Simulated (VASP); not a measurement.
# AlN (P6_3/mmc) in VASP: notebook, part 2 of 2

VASP 6.6.1. The steps go on from the part before.

## Step 4: Single point, PBEsol

This run uses another cell than the first one, of 10.89 Å³/atom, 1.012 times its volume.

INCAR

```
SYSTEM = AlN
PREC     = Accurate       ! precision mode
ENCUT    = 520            ! plane-wave cutoff, eV
EDIFF    = 1E-6           ! SCF threshold, eV
ISMEAR   = 0              ! smearing method
SIGMA    = 0.05           ! smearing width, eV
LREAL    = .FALSE.        ! projectors in reciprocal space
LASPH    = .TRUE.         ! aspherical terms in the spheres
NELM     = 100            ! most SCF steps
ALGO     = Normal         ! electronic algorithm
ISIF     = 2              ! what is computed and relaxed
LWAVE    = .FALSE.        ! write WAVECAR
LCHARG   = .FALSE.        ! write CHGCAR
GGA      = PS             ! functional
NBANDS   = 16             ! bands
```

KPOINTS

```
Automatic mesh
0
G
  9 9 6
  0 0 0
```

POSCAR

```
AlN
1.0
    3.4006000000      0.0000000000      0.0000000000
   -1.7003000000      2.9450059881      0.0000000000
    0.0000000000      0.0000000000      4.3483000000
Al N
2 2
Direct
    0.3333333333      0.6666666667      0.7500000000
    0.6666666667      0.3333333333      0.2500000000
    0.3333333333      0.6666666667      0.2500000000
    0.6666666667      0.3333333333      0.7500000000
```

Potentials or basis: VASP PAW PBE potentials, release 64 (Al, N).

Run with:

```bash
cat potpaw_PBE.64/Al/POTCAR potpaw_PBE.64/N/POTCAR > POTCAR
mpirun -np 1 vasp_std > vasp.out
```

OUTCAR:

```text
SYSTEM = AlN
   PREC = Accurate
   ENCUT = 520
   EDIFF = 1E-6
   ISMEAR = 0
   LREAL = .FALSE.
   LASPH = .TRUE.
   NELM = 100
   ISIF = 2
   GGA = PS

 ion  position               nearest neighbor table
   1  0.333  0.667  0.750-   4 1.96   4 1.96   4 1.96   3 2.17   3 2.17   2 2.93   2 2.93   2 2.93
                             2 2.93   2 2.93   2 2.93
   2  0.667  0.333  0.250-   3 1.96   3 1.96   3 1.96   4 2.17   4 2.17   1 2.93   1 2.93   1 2.93
                             1 2.93   1 2.93   1 2.93
   3  0.333  0.667  0.250-   2 1.96   2 1.96   2 1.96   1 2.17   1 2.17
   4  0.667  0.333  0.750-   1 1.96   1 1.96   1 1.96   2 2.17   2 2.17

  LATTYP: Found a hexagonal cell.
 ALAT       =     3.4006000000
 C/A-ratio  =     1.2786861142

  Lattice vectors:

 A1 = (   3.4006000000,   0.0000000000,   0.0000000000)
 A2 = (  -1.7003000000,   2.9450059881,   0.0000000000)
 A3 = (   0.0000000000,   0.0000000000,   4.3483000000)

Analysis of symmetry for initial positions (statically):
=====================================================================
 Subroutine PRICEL returns:
 Original cell was already a primitive cell.

 Routine SETGRP: Setting up the symmetry group for a
 hexagonal supercell.

 Subroutine GETGRP returns: Found 24 space group operations
 (whereof 12 operations were pure point group operations)
 out of a pool of 24 trial point group operations.

The static configuration has the point symmetry D_3d.
 The point group associated with its full space group is D_6h.

Analysis of symmetry for dynamics (positions and initial velocities):
=====================================================================
 Subroutine PRICEL returns:
 Original cell was already a primitive cell.

 Routine SETGRP: Setting up the symmetry group for a
 hexagonal supercell.

 Subroutine GETGRP returns: Found 24 space group operations
 (whereof 12 operations were pure point group operations)
 out of a pool of 24 trial point group operations.

The dynamic configuration has the point symmetry D_3d.
 The point group associated with its full space group is D_6h.
[... 126 lines left out ...]
  Thomas-Fermi vector in A             =   2.308967
   LORBIT       =      0    0 simple, 1 ext, 2 COOP (PROOUT), +10 PAW based schemes
   GGA     = PS    functional components
   LHFCALC =     F    Hartree Fock is set to
   AEXX    =    0.0000 exact exchange contribution
   IVDW    =     0    specifies the selected vdW correction
   LEPSILON=     F    determine dielectric tensor
   LRPA    =     F    only Hartree local field effects (RPA)
 non-spin polarized calculation
 Gauss-broadening in eV      SIGMA  =   0.05
  energy-cutoff  :      520.00
  volume of cell :       43.55
 maximum number of plane-waves:      1193
 NGX is ok and might be reduce to    28
   NGX = 13   NGY = 13   NGZ = 17

 number of electron      16.0000001 magnetization

 Free energy of the ion-electron system (eV)
  ---------------------------------------------------
  ext. energy  EPLUGINS =         0.00000000
  ---------------------------------------------------
  free energy    TOTEN  =       -30.66801848 eV

  energy without entropy =      -30.66801848  energy(sigma->0) =      -30.66801848

 E-fermi :   7.1794     XC(G=0): -10.9594

 val. band max:        6.9226010722   @ k =   0.0000   0.0000   0.0000
 cond. band min:       9.4036411323   @ k =   0.0000   0.0000   0.0000
 fundamental gap:      2.4810400602
 Fermi energy:         7.1793553467

 k-point     1 :       0.0000    0.0000    0.0000
  band No.  band energies     occupation
      1      -9.1964      2.00000
      2      -6.0130      2.00000
      3       0.4855      2.00000
      4       3.8812      2.00000
      5       3.8812      2.00000
      6       5.4037      2.00000
[... 433 lines left out ...]
      3       0.8426      2.00000
      4       1.5768      2.00000
      5       1.5768      2.00000
      6       4.0045      2.00000
[... 8 lines left out ...]
     15      17.5107      0.00000
     16      18.8222      0.00000

 [... further k-points ...]

------------------------ aborting loop because EDIFF is reached ----------------------------------------

  FORCE on cell =-STRESS in cart. coord.  units (eV):
  Direction    XX          YY          ZZ          XY          YZ          ZX
  --------------------------------------------------------------------------------------
  -------------------------------------------------------------------------------------
  Total       -5.1507164     -5.1507164     -4.7469611      0.0000000     -0.0000000     -0.0000000
  in kB     -189.5033914   -189.5033914   -174.6485638      0.0000000     -0.0000000     -0.0000000
  external PRESSURE =    -184.5517822 kB  Pullay stress =       0.0000000 kB

 VOLUME and BASIS-vectors are now :
 -----------------------------------------------------------------------------
  energy-cutoff  :      520.00
  volume of cell :       43.55
      direct lattice vectors                 reciprocal lattice vectors
     3.400600000  0.000000000  0.000000000     0.294065753  0.169778942  0.000000000
    -1.700300000  2.945005988  0.000000000     0.000000000  0.339557883  0.000000000
     0.000000000  0.000000000  4.348300000     0.000000000  0.000000000  0.229974933

 POSITION                                       TOTAL-FORCE (eV/Angst)
 -----------------------------------------------------------------------------------
     -0.00000      1.96334      3.26123         0.000000     -0.000000      0.000000
      1.70030      0.98167      1.08708        -0.000000      0.000000      0.000000
     -0.00000      1.96334      1.08708        -0.000000     -0.000000      0.000000
      1.70030      0.98167      3.26123         0.000000      0.000000      0.000000
 -----------------------------------------------------------------------------------
    total drift:                               -0.000000      0.000000      0.000000

  FREE ENERGIE OF THE ION-ELECTRON SYSTEM (eV)
  ---------------------------------------------------
  free  energy   TOTEN  =       -30.6680184752 eV

  energy  without entropy=      -30.6680184752  energy(sigma->0) =      -30.66801848
```

Run time: 21 s. Hardware: 1 thread of Intel Xeon 6975P-C, shared host; peak memory 0.17 GiB.

Results:

```
Free energy            : -30.6680 eV
Pressure               : -18.5 GPa
Band gap on the k mesh : 2.48 eV, direct
```

Caveat: the PAW data sets were made with another functional, which shifts forces and pressure a little. A hybrid or GW would open this gap; PBEsol tends to underestimate it.

## Step 5: Single point, PBEsol

This run uses another cell than the first one, of 10.06 Å³/atom, 0.935 times its volume.

INCAR

```
SYSTEM = AlN
PREC = Accurate ; ENCUT = 520
EDIFF = 1E-7 ; ISMEAR = 0
SIGMA = 0.05 ; LREAL = .FALSE.
LASPH = .TRUE. ; NELM = 100
ALGO = Normal ; ISIF = 2
LWAVE = .FALSE. ; LCHARG = .FALSE.
GGA = PS ; NBANDS = 16
```

KPOINTS is that of step 4.

Changes to POSCAR since step 4:

```diff
@@ -4,3 +4,3 @@
    -1.7003000000      2.9450059881      0.0000000000
-    0.0000000000      0.0000000000      4.3483000000
+    0.0000000000      0.0000000000      4.0170000000
 Al N
```

Run with:

```bash
cat potpaw_PBE.64/Al/POTCAR potpaw_PBE.64/N/POTCAR > POTCAR
mpirun -np 1 vasp_std > vasp.out
```

It took 43 s on 1 thread of Intel Xeon 8259CL, shared host; peak memory 0.17 GiB.

Results (log left out):

| Quantity | Value |
| --- | --- |
| Free energy | -30.8612 eV |
| Pressure | -6.0 GPa |
| Band gap on the k mesh | 3.31 eV, direct |

Stress tensor (GPa, compression positive):
```
-9.97  0.00  0.00
 0.00 -9.97  0.00
 0.00  0.00  2.08
```

Levels at points of the mesh, in eV from the valence-band top:
```tsv
k point	band 4	band 5	band 6	band 7	band 8	band 9	band 10	band 11	band 12	band 13
(0.00, 0.00, 0.00)	-3.16	-3.16	-1.16	-1.16	0.00	3.31	4.35	8.05	8.05	11.44
(0.00, 0.00, 0.50)	-3.52	-2.20	-2.20	-2.20	-2.20	5.76	5.76	8.12	8.12	8.12
```

Caveat: the PAW data sets were made with another functional, which shifts forces and pressure a little.

## Step 6: The runs side by side

```csv
cell,gap on the mesh (eV),pressure (GPa)
"a = 3.381, b = 3.381, c = 4.348 Å, angles 90.0, 90.0, 120.0°, 4 atoms",2.55,-16.6
"a = 3.381, b = 3.381, c = 4.307 Å, angles 90.0, 90.0, 120.0°, 4 atoms",2.65,-15.5
"a = 3.401, b = 3.401, c = 4.348 Å, angles 90.0, 90.0, 120.0°, 4 atoms",2.48,-18.5
"a = 3.401, b = 3.401, c = 4.017 Å, angles 90.0, 90.0, 120.0°, 4 atoms",3.31,-6.0
```

Alike in all rows: task single point; level PBEsol; potentials or basis VASP PAW PBE potentials, release 64 (Al, N); no spin polarisation; k mesh 9 × 9 × 6; cutoff (eV) 520; smearing gaussian 0.05 eV.

Caveats: the PAW data sets were made with another functional, which shifts forces and pressure a little.

Total energies depend on the potentials used, so only differences within one code and one set of settings carry meaning.
